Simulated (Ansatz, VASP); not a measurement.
## NbH in VASP and in Ansatz

```xyz
2
Lattice="-1.5888 1.5888 1.9514 1.5888 -1.5888 1.9514 1.5888 1.5888 -1.9514" Properties=species:S:1:pos:R:3 pbc="T T T"
Nb    0.0000    0.0000    0.0000
H     0.0000    0.0000    1.9514
```

Alike in both runs: functional PBEsol; k mesh 18 × 18 × 18; occupations gaussian, width 0.1 eV; no spin polarisation.

Ansatz relaxed the structure, and its values are those at the end. VASP's run is a single point on that final structure, the one shown.

|  | VASP | Ansatz |
| --- | --- | --- |
| version | VASP 6.6.1 | Ansatz 0.2.0 |
| potentials or method | VASP PAW PBE potentials, release 64 (Nb_sv, H), cutoff 520 eV | scalar-relativistic, plane waves, PAW |
| valence electrons in the cell | 14 | 14 |

Ansatz gave:

| Item | Value |
| --- | --- |
| gap on the k mesh at the Fermi level (eV) | none |
| pressure (GPa) | 0.0 |

Q: What did VASP give for the same quantities?

A: gap on the k mesh at the Fermi level (eV): none; pressure (GPa): -0.4.

VASP's potentials were made for PBE, not for PBEsol. A gap of «none» marks a metal or a gap that the smearing closes.
